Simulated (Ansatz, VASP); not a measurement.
# Two plane-wave programs on HgOs

```xyz
2
Lattice="0.0000 2.7093 2.7093 2.7093 0.0000 2.7093 2.7093 2.7093 0.0000" Properties=species:S:1:pos:R:3 pbc="T T T"
Hg    0.0000    0.0000    0.0000
Os    2.7093    2.7093    2.7093
```

Alike in both runs: functional PBE; k mesh 18 × 18 × 18; occupations gaussian, width 0.1 eV; no spin polarisation.

Ansatz relaxed the structure, and its values are those at the end. VASP's run is a single point on that final structure, the one shown.

|  | VASP | Ansatz |
| --- | --- | --- |
| version | VASP 6.6.1 | Ansatz 0.2.0 |
| potentials or method | VASP PAW PBE potentials, release 64 (Hg_sv_GW, Os_sv_GW), cutoff 500 eV | scalar-relativistic, plane waves, PAW |
| valence electrons in the cell | 36 | 36 |

Ansatz gave:

| Quantity | Value |
| --- | --- |
| gap on the k mesh at the Fermi level (eV) | none |
| pressure (GPa) | 0.0 |

**Question.** What did VASP give for the same quantities?

**Answer.** gap on the k mesh at the Fermi level (eV): none; pressure (GPa): -1.6.

A gap of «none» marks a metal or a gap that the smearing closes.

Spin-orbit coupling is off throughout.
